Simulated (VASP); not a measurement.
# Rh (P6/mmm) in VASP: notebook

The runs below take Rh through single point, with r2SCAN.

Everything below comes from runs of VASP 6.6.1. Logs are shortened: lines on timing, memory, paths and dates and some standing lists are left out, and cuts for length are marked.

## (1) The cell of the first run

It takes space group P6/mmm (No. 191, hexagonal). The conventional cell has a = 4.185 Å, b = 4.185 Å, c = 2.568 Å, α = 90.00°, β = 90.00°, γ = 120.00°. Within 3.4 Å of Rh (site symmetry 6/mmm) lie 14 Rh at 2.57 to 2.74 Å. Rh (site symmetry -6m2) has 11 Rh at 2.42 to 2.74 Å within 3.2 Å.

This isn't the form of Rh at room conditions, which is fcc.

## (2) Single point, r2SCAN (12.98 Å³/atom)

POSCAR reads:

```
Rh
1.0
    4.1849662692      0.0000000000      0.0000000000
   -2.0924831346      3.6242871031      0.0000000000
    0.0000000000      0.0000000000      2.5679830974
Rh
3
Direct
    1.0000000000      1.0000000000      0.0000000000
    0.3333333333      0.6666666667      0.5000000000
    0.6666666667      0.3333333333      0.5000000000
```

INCAR.step1 reads:

```
SYSTEM = Rh
ALGO = Normal
EDIFF = 1E-4
ENCUT = 520
GGA = PE
ISMEAR = -1
LASPH = .True.
LCHARG = .False.
LREAL = .False.
LWAVE = .True.
NBANDS = 30
NELM = 60
PREC = Accurate
SIGMA = 0.1
```

INCAR.step2 reads:

```
SYSTEM = Rh
ALGO = Normal
EDIFF = 1E-6
ENCUT = 520
ISIF = 2
ISMEAR = -1
ISTART = 1
LASPH = .True.
LCHARG = .True.
LELF = .True.
LMIXTAU = .True.
LREAL = .False.
LVHAR = .True.
LWAVE = .False.
METAGGA = R2SCAN
NBANDS = 30
NELM = 60
PREC = Accurate
SIGMA = 0.1
```

KPOINTS reads:

```
k-points
0
Gamma
  10 10 13
  0 0 0
```

Potentials or basis: VASP PAW PBE potentials, release 64 (Rh_pv).

Started as:

```bash
$ cat potpaw_PBE.64/Rh_pv/POTCAR > POTCAR
$ cp INCAR.step1 INCAR
$ mpirun -np 1 vasp_std > vasp.out
$ cp INCAR.step2 INCAR
$ mpirun -np 1 vasp_std > vasp.out
```

OUTCAR:

```text
SYSTEM = Rh
   EDIFF = 1E-6
   ENCUT = 520
   ISIF = 2
   ISMEAR = -1
   ISTART = 1
   LASPH = .True.
   LREAL = .False.
   METAGGA = R2SCAN
   NELM = 60
   PREC = Accurate

 ion  position               nearest neighbor table
   1  0.000  0.000  0.000-   2 2.74   3 2.74   2 2.74   3 2.74   2 2.74   2 2.74   3 2.74   3 2.74
                             3 2.74   3 2.74   2 2.74   2 2.74
   2  0.333  0.667  0.500-   3 2.42   3 2.42   3 2.42   1 2.74   1 2.74   1 2.74   1 2.74   1 2.74
                             1 2.74
   3  0.667  0.333  0.500-   2 2.42   2 2.42   2 2.42   1 2.74   1 2.74   1 2.74   1 2.74   1 2.74
                             1 2.74

  LATTYP: Found a hexagonal cell.
 ALAT       =     4.1849662692
 C/A-ratio  =     0.6136209786

  Lattice vectors:

 A1 = (   4.1849662692,   0.0000000000,   0.0000000000)
 A2 = (  -2.0924831346,   3.6242871031,   0.0000000000)
 A3 = (   0.0000000000,   0.0000000000,   2.5679830974)

Analysis of symmetry for initial positions (statically):
=====================================================================
 Subroutine PRICEL returns:
 Original cell was already a primitive cell.

 Routine SETGRP: Setting up the symmetry group for a
 hexagonal supercell.

 Subroutine GETGRP returns: Found 24 space group operations
 (whereof 24 operations were pure point group operations)
 out of a pool of 24 trial point group operations.

The static configuration has the point symmetry D_6h.

Analysis of symmetry for dynamics (positions and initial velocities):
=====================================================================
 Subroutine PRICEL returns:
 Original cell was already a primitive cell.

 Routine SETGRP: Setting up the symmetry group for a
 hexagonal supercell.

 Subroutine GETGRP returns: Found 24 space group operations
 (whereof 24 operations were pure point group operations)
 out of a pool of 24 trial point group operations.

The dynamic configuration has the point symmetry D_6h.

 Subroutine INISYM returns: Found 24 space group operations
 (whereof 24 operations are pure point group operations),
 and found     1 'primitive' translations

----------------------------------------------------------------------------------------

                                     Primitive cell

  volume of cell :      38.9499

  direct lattice vectors                    reciprocal lattice vectors
     4.184966269  0.000000000  0.000000000     0.238950552  0.137958166  0.000000000
    -2.092483135  3.624287103  0.000000000     0.000000000  0.275916331  0.000000000
     0.000000000  0.000000000  2.567983097     0.000000000  0.000000000  0.389410663

  length of vectors
     4.184966269  4.184966269  2.567983097     0.275916331  0.275916331  0.389410663

  position of ions in fractional coordinates (direct lattice)
     0.000000000  0.000000000  0.000000000
     0.333333333  0.666666667  0.500000000
     0.666666667  0.333333333  0.500000000

  ion indices of the primitive-cell ions
   primitive index   ion index
                 1           1
                 2           2
                 3           3

----------------------------------------------------------------------------------------

 KPOINTS: k-points

Automatic generation of k-mesh.
 Grid dimensions read from file:
 generate k-points for:   10   10   13

 Generating k-lattice:

  Cartesian coordinates                     Fractional coordinates (reciprocal lattice)
     0.023895055  0.013795817  0.000000000     0.100000000 -0.000000000  0.000000000
     0.000000000  0.027591633  0.000000000     0.000000000  0.100000000  0.000000000
     0.000000000  0.000000000  0.029954666     0.000000000  0.000000000  0.076923077

  Length of vectors
     0.027591633  0.027591633  0.029954666

  Shift w.r.t. Gamma in fractional coordinates (k-lattice)
     0.000000000  0.000000000  0.000000000

 Subroutine IBZKPT returns following result:
 ===========================================

 Found     98 irreducible k-points:

 Following reciprocal coordinates:
            Coordinates               Weight
  0.000000  0.000000  0.000000      1.000000
  0.100000  0.000000  0.000000      6.000000
  0.200000  0.000000  0.000000      6.000000
  0.300000  0.000000  0.000000      6.000000
  0.400000 -0.000000  0.000000      6.000000
  0.500000  0.000000  0.000000      3.000000
[... 16 lines left out ...]
  0.300000  0.100000  0.076923     24.000000
  0.400000  0.100000  0.076923     24.000000
 [... further k-points ...]
   k-points           NKPTS =     98   k-points in BZ     NKDIM =     98   number of bands    NBANDS=     30
   number of dos      NEDOS =    301   number of ions     NIONS =      3
   total plane-waves  NPLWV =  20480
   dimension x,y,z NGX =    32 NGY =   32 NGZ =   20
   dimension x,y,z NGXF=    64 NGYF=   64 NGZF=   40
   ions per type =               3
   NGX,Y,Z   is equivalent  to a cutoff of  12.71, 12.71, 12.95 a.u.
   NGXF,Y,Z  is equivalent  to a cutoff of  25.42, 25.42, 25.90 a.u.
 SYSTEM =  Rh
   PREC   = accura    normal or accurate (medium, high low for compatibility)
   ISTART =      1    job   : 0-new  1-cont  2-samecut
   ICHARG =      0    charge: 1-file 2-atom 10-const
   ISPIN  =      1    spin polarized calculation?
   LNONCOLLINEAR =      F non collinear calculations
   LSORBIT =      F    spin-orbit coupling
   LASPH  =      T    aspherical Exc in radial PAW
   ENCUT  =  520.0 eV  38.22 Ry    6.18 a.u.   7.78  7.78  4.77*2*pi/ulx,y,z
   NELM   =     60;   NELMIN=  2; NELMDL=  0     # of ELM steps
   EDIFF  = 0.1E-05   stopping-criterion for ELM
   LREAL  =      F    real-space projection
   EDIFFG = 0.1E-04   stopping-criterion for IOM
   NSW    =      0    number of steps for IOM
   IBRION =     -1    ionic relax: 0-MD 1-quasi-New 2-CG
   NFREE  =      0    steps in history (QN), initial steepest desc. (CG)
   ISIF   =      2    stress and relaxation
   ISYM   =      2    0-nonsym 1-usesym 2-fastsym
   POTIM  = 0.5000    time-step for ionic-motion
   TEBEG  =    0.0;   TEEND  =   0.0 temperature during run
   PSTRESS=    0.0 pullay stress
   NELECT =      45.0000    total number of electrons
   NUPDOWN=      -1.0000    fix difference up-down
   EMIN   =  10.00;   EMAX   =-10.00  energy-range for DOS
   EFERMI =   0.00;   METHOD = LEGACY
   ISMEAR =    -1;   SIGMA  =   0.10  broadening in eV -4-tet -1-fermi 0-gaus
   EFERMI_NEDOS =   21; number of points for ismear=-14 and -15
   IALGO  =     38    algorithm
   IMIX   =      4    mixing-type and parameters
     AMIX     =   0.40;   BMIX     =  1.00
     AMIX_MAG =   1.60;   BMIX_MAG =  1.00
  volume/ion in A,a.u.               =      12.98        87.62
  Fermi-wavevector in a.u.,A,eV,Ry     =   1.717816  3.246202 40.149343  2.950893
  Thomas-Fermi vector in A             =   2.794746
   LORBIT       =      0    0 simple, 1 ext, 2 COOP (PROOUT), +10 PAW based schemes
   METAGGA = R2SCAN    functional components
   LHFCALC =     F    Hartree Fock is set to
   AEXX    =    0.0000 exact exchange contribution
   IVDW    =     0    specifies the selected vdW correction
   LEPSILON=     F    determine dielectric tensor
   LRPA    =     F    only Hartree local field effects (RPA)
 non-spin polarized calculation
  energy-cutoff  :      520.00
  volume of cell :       38.95
 maximum number of plane-waves:      1071
 NGX is ok and might be reduce to    32
   NGX = 15   NGY = 15   NGZ =  9

 number of electron      45.0000010 magnetization

 Free energy of the ion-electron system (eV)
  ---------------------------------------------------
  ext. energy  EPLUGINS =         0.00000000
  ---------------------------------------------------
  free energy    TOTEN  =       -71.50180248 eV

  energy without entropy =      -71.34748970  energy(sigma->0) =      -71.42464609

 E-fermi :  12.8671     XC(G=0): -15.6023

 val. band max:       12.8633244256   @ k =   0.3000   0.2000   0.0000
 cond. band min:      12.8708813800   @ k =   0.2000   0.1000   0.2308
 fundamental gap:      0.0075569544
 Fermi energy:        12.8670547652

 k-point     1 :       0.0000    0.0000    0.0000
  band No.  band energies     occupation
      1     -35.9707      2.00000
      2     -35.9707      2.00000
      3     -35.4965      2.00000
      4     -35.4965      2.00000
      5     -35.1890      2.00000
      6     -34.9892      2.00000
[... 22 lines left out ...]
     29      22.3524      0.00000
     30      23.2773      0.00000

 k-point     2 :       0.1000    0.0000    0.0000
  band No.  band energies     occupation
      1     -35.9911      2.00000
      2     -35.9706      2.00000
      3     -35.4689      2.00000
      4     -35.4643      2.00000
      5     -35.1828      2.00000
      6     -35.0226      2.00000
[... 22 lines left out ...]
     29      24.0480      0.00000
     30      24.1410      0.00000

 k-point     3 :       0.2000    0.0000    0.0000
  band No.  band energies     occupation
      1     -36.0373      2.00000
      2     -35.9571      2.00000
      3     -35.4017      2.00000
      4     -35.3882      2.00000
      5     -35.1654      2.00000
      6     -35.1151      2.00000
[... 22 lines left out ...]
     29      25.1295      0.00000
     30      25.8858      0.00000

 k-point     4 :       0.3000    0.0000    0.0000
  band No.  band energies     occupation
      1     -36.0848      2.00000
      2     -35.9114      2.00000
      3     -35.3212      2.00000
      4     -35.3193      2.00000
      5     -35.2313      2.00000
      6     -35.1402      2.00000
[... 22 lines left out ...]
     29      26.7009      0.00000
     30      27.4254      0.00000

 k-point     5 :       0.4000   -0.0000    0.0000
  band No.  band energies     occupation
      1     -36.1183      2.00000
      2     -35.8354      2.00000
      3     -35.4118      2.00000
      4     -35.2389      2.00000
      5     -35.2192      2.00000
      6     -35.1141      2.00000
[... 22 lines left out ...]
     29      28.3945      0.00000
     30      28.6080      0.00000
[... 526 lines left out ...]
     29      23.9884      0.00000
     30      26.1042      0.00000

 k-point    22 :       0.2000    0.1000    0.0769
  band No.  band energies     occupation
      1     -36.0522      2.00000
      2     -35.9357      2.00000
      3     -35.3458      2.00000
      4     -35.3355      2.00000
      5     -35.2055      2.00000
      6     -35.1798      2.00000
[... 22 lines left out ...]
     29      25.3018      0.00000
     30      27.5540      0.00000

 k-point    23 :       0.3000    0.1000    0.0769
  band No.  band energies     occupation
      1     -36.0866      2.00000
      2     -35.8758      2.00000
      3     -35.3752      2.00000
      4     -35.2606      2.00000
      5     -35.2461      2.00000
      6     -35.1524      2.00000
[... 22 lines left out ...]
     29      27.0479      0.00000
     30      28.8044      0.00000

 k-point    24 :       0.4000    0.1000    0.0769
  band No.  band energies     occupation
      1     -36.1063      2.00000
      2     -35.8011      2.00000
      3     -35.4887      2.00000
      4     -35.2110      2.00000
      5     -35.1972      2.00000
      6     -35.1353      2.00000
[... 22 lines left out ...]
     29      28.5608      0.00000
     30      29.6977      0.00000

 [... further k-points ...]

------------------------ aborting loop because EDIFF is reached ----------------------------------------

  FORCE on cell =-STRESS in cart. coord.  units (eV):
  Direction    XX          YY          ZZ          XY          YZ          ZX
  --------------------------------------------------------------------------------------
  -------------------------------------------------------------------------------------
  Total        7.2953629      7.2953629      6.4484988      0.0000000      0.0000000      0.0000000
  in kB      300.0894747    300.0894747    265.2543352      0.0000000      0.0000000      0.0000000
  external PRESSURE =     288.4777615 kB  Pullay stress =       0.0000000 kB

 VOLUME and BASIS-vectors are now :
 -----------------------------------------------------------------------------
  energy-cutoff  :      520.00
  volume of cell :       38.95
      direct lattice vectors                 reciprocal lattice vectors
     4.184966269  0.000000000  0.000000000     0.238950552  0.137958166  0.000000000
    -2.092483135  3.624287103  0.000000000     0.000000000  0.275916331  0.000000000
     0.000000000  0.000000000  2.567983097     0.000000000  0.000000000  0.389410663

 POSITION                                       TOTAL-FORCE (eV/Angst)
 -----------------------------------------------------------------------------------
      0.00000      0.00000      0.00000         0.000000      0.000000      0.000000
     -0.00000      2.41619      1.28399        -0.000000     -0.000000      0.000000
      2.09248      1.20810      1.28399         0.000000      0.000000     -0.000000
 -----------------------------------------------------------------------------------
    total drift:                               -0.000000      0.000000      0.000000

  FREE ENERGIE OF THE ION-ELECTRON SYSTEM (eV)
  ---------------------------------------------------
  free  energy   TOTEN  =       -71.5018024824 eV

  energy  without entropy=      -71.3474896976  energy(sigma->0) =      -71.42464609
```

Wall time 97 s (1 thread of Intel Xeon 6975P-C (Granite Rapids), shared host); peak memory 0.21 GiB.

What came out:

* Free energy: -71.5018 eV
* Pressure: 28.8 GPa
* Band gap on the k mesh: zero (an odd number of electrons rules out a gap without spin polarisation)

Levels at points of the mesh, in eV from the Fermi level:
| k point | band 21 | band 22 | band 23 | band 24 | band 25 | band 26 |
| --- | --- | --- | --- | --- | --- | --- |
| (0.00, 0.00, 0.00) | -1.96 | -1.87 | -1.87 | 0.90 | 0.90 | 9.47 |
| (0.50, 0.00, 0.00) | -0.26 | 0.08 | 0.12 | 0.13 | 0.51 | 0.99 |

Caveat: the cell stands under pressure; the PAW data sets were made with another functional, which shifts forces and pressure a little.

## (3) Single point, r2SCAN (13.55 Å³/atom)

This run uses another cell than the first one, of 13.55 Å³/atom.

POSCAR reads:

```
Rh
1.0
    4.2447595800      0.0000000000      0.0000000000
   -2.1223797900      3.6760696292      0.0000000000
    0.0000000000      0.0000000000      2.6046735273
Rh
3
Direct
    1.0000000000      1.0000000000      0.0000000000
    0.3333333333      0.6666666667      0.5000000000
    0.6666666667      0.3333333333      0.5000000000
```

INCAR.step1 reads:

```
  PREC = Accurate
  ENCUT = 520
  ISMEAR = -1
  SIGMA = 0.1
  LREAL = False
  LASPH = True
  NELM = 80
  NBANDS = 30
  GGA = PE
  ALGO = Normal
  EDIFF = 1E-4
  LWAVE = True
  LCHARG = False
```

INCAR.step2 reads:

```
  PREC = Accurate
  ENCUT = 520
  EDIFF = 1E-6
  ISMEAR = -1
  SIGMA = 0.1
  LREAL = False
  LASPH = True
  NELM = 80
  ALGO = Normal
  ISIF = 2
  LWAVE = False
  LCHARG = True
  METAGGA = R2SCAN
  LMIXTAU = True
  LELF = True
  LVHAR = True
  NBANDS = 30
  ISTART = 1
```

KPOINTS reads:

```
Automatic mesh
0
Gamma
  10 10 13
```

Potentials or basis: VASP PAW PBE potentials, release 64 (Rh_pv).

Started as:

```bash
$ cat potpaw_PBE.64/Rh_pv/POTCAR > POTCAR
$ cp INCAR.step1 INCAR
$ mpirun -np 1 vasp_std > vasp.out
$ cp INCAR.step2 INCAR
$ mpirun -np 1 vasp_std > vasp.out
```

Wall time 94 s (1 thread of Intel Xeon 6975P-C (Granite Rapids), shared host); peak memory 0.22 GiB.

It converged, with:

```
Free energy            : -71.7206 eV
Pressure               : 13.4 GPa
Band gap on the k mesh : zero (an odd number of electrons rules out a gap without spin polarisation)
```

Stress tensor (GPa, compression positive):
```
14.11  0.00  0.00
 0.00 14.11  0.00
 0.00  0.00 12.01
```

Levels at points of the mesh, in eV from the Fermi level:
| k point | band 19 | band 20 | band 21 | band 22 | band 23 | band 24 | band 25 | band 26 | band 27 | band 28 |
| --- | --- | --- | --- | --- | --- | --- | --- | --- | --- | --- |
| (0.00, 0.00, 0.00) | -2.71 | -1.83 | -1.83 | -1.74 | -1.74 | 0.83 | 0.83 | 9.13 | 9.13 | 9.17 |
| (0.50, 0.00, 0.00) | -1.59 | -1.52 | -0.24 | 0.07 | 0.11 | 0.12 | 0.49 | 0.92 | 1.31 | 9.96 |

Caveat: the cell stands under pressure; the PAW data sets were made with another functional, which shifts forces and pressure a little.

## (4) Single point, r2SCAN (14.11 Å³/atom)

This run uses another cell than the first one, of 14.11 Å³/atom.

POSCAR reads:

```
Rh
1.0
    4.3029141980      0.0000000000      0.0000000000
   -2.1514570990      3.7264330058      0.0000000000
    0.0000000000      0.0000000000      2.6403584210
Rh
3
Direct
    1.0000000000      1.0000000000      0.0000000000
    0.3333333333      0.6666666667      0.5000000000
    0.6666666667      0.3333333333      0.5000000000
```

INCAR.step1 reads:

```
ALGO = Normal ; EDIFF = 1E-4
ENCUT = 520 ; GGA = PE
ISMEAR = -1 ; LASPH = T
LCHARG = F ; LREAL = F
LWAVE = T ; NBANDS = 30
NELM = 80 ; PREC = Accurate
SIGMA = 0.1
```

INCAR.step2 reads:

```
ALGO = Normal ; EDIFF = 1E-6
ENCUT = 520 ; ISIF = 2
ISMEAR = -1 ; ISTART = 1
LASPH = T ; LCHARG = F
LMIXTAU = T ; LREAL = F
LWAVE = F ; METAGGA = R2SCAN
NBANDS = 30 ; NELM = 80
PREC = Accurate ; SIGMA = 0.1
```

KPOINTS reads:

```
k-points
0
Gamma
  10 10 13
```

Started as:

```bash
$ cat potpaw_PBE.64/Rh_pv/POTCAR > POTCAR
$ cp INCAR.step1 INCAR
$ mpirun -np 1 vasp_std > vasp.out
$ cp INCAR.step2 INCAR
$ mpirun -np 1 vasp_std > vasp.out
```

Run time: 1.8 min. Hardware: 1 thread of Intel Xeon 6975P-C (Granite Rapids), shared host; peak memory 0.22 GiB.

The run converged. Its results:

```
Free energy            : -71.7946 eV
Pressure               : 1.1 GPa
Band gap on the k mesh : zero (an odd number of electrons rules out a gap without spin polarisation)
```

Stress tensor (GPa, compression positive):
```
1.47 0.00 0.00
0.00 1.47 0.00
0.00 0.00 0.46
```

Levels at points of the mesh, in eV from the Fermi level:
```tsv
k point	band 19	band 20	band 21	band 22	band 23	band 24	band 25	band 26	band 27	band 28
(0.00, 0.00, 0.00)	-2.53	-1.71	-1.71	-1.62	-1.62	0.77	0.77	8.82	8.82	8.88
(0.50, 0.00, 0.00)	-1.48	-1.42	-0.23	0.06	0.10	0.11	0.47	0.86	1.33	9.51
```

Caveat: the PAW data sets were made with another functional, which shifts forces and pressure a little.

## (5) Overview

```tsv
cell	gap on the mesh (eV)	pressure (GPa)
a = 4.185, b = 4.185, c = 2.568 Å, angles 90.0, 90.0, 120.0°, 3 atoms	none	28.8
a = 4.245, b = 4.245, c = 2.605 Å, angles 90.0, 90.0, 120.0°, 3 atoms	none	13.4
a = 4.303, b = 4.303, c = 2.640 Å, angles 90.0, 90.0, 120.0°, 3 atoms	none	1.1
```

Alike in all rows: task single point; level r2SCAN; potentials or basis VASP PAW PBE potentials, release 64 (Rh_pv); no spin polarisation; k mesh 10 × 10 × 13; cutoff (eV) 520; smearing fermi-dirac 0.1 eV.

Caveats: the PAW data sets were made with another functional, which shifts forces and pressure a little; the cell stands under pressure (at least some runs).

Absolute energies hang on the potentials; compare differences alone.
